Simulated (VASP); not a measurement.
Input of a VASP 6.6.1 run:

INCAR

```
SYSTEM = Be2SbCl
PREC = Accurate ; ENCUT = 520
EDIFF = 1E-6 ; ISMEAR = 0
SIGMA = 0.1 ; LREAL = .False.
LASPH = .True. ; NELM = 60
ALGO = Normal ; ISIF = 2
LWAVE = .False. ; LCHARG = .False.
GGA = PE ; NBANDS = 16
```

Contents of KPOINTS:

```
regular mesh
0
Gamma
  6 6 4
  0 0 0
```

The input POSCAR:

```
Be2SbCl
1.0
    4.0095241400      0.0000000000      0.0000000000
   -2.0047620700      3.4723497600      0.0000000000
    0.0000000000      0.0000000000      5.7152010300
Be Sb Cl
2 1 1
Direct
    0.3333333300      0.6666666700      0.0000000000
    0.6666666700      0.3333333300      0.0000000000
    0.0000000000      0.0000000000      0.0000000000
    0.0000000000      0.0000000000      0.5000000000
```

Potentials or basis: VASP PAW PBE potentials, release 64 (Be, Sb, Cl).

Command:

```bash
$ cat potpaw_PBE.64/Be/POTCAR potpaw_PBE.64/Sb/POTCAR potpaw_PBE.64/Cl/POTCAR > POTCAR
$ mpirun -np 1 vasp_std > vasp.out
```

Task: What does it give for the band gap on the k mesh?

Result: Zero (band 8 reaches 5.44 eV, above the bottom of band 9 at 3.52 eV).

Task: Estimate the pressure.

Result: 8.4 GPa.

Stress tensor (GPa, compression positive):
```
12.71  0.00  0.00
 0.00 12.71  0.00
 0.00  0.00 -0.23
```

Caveat: spin-orbit coupling is left out, which moves the levels of the heavy elements.
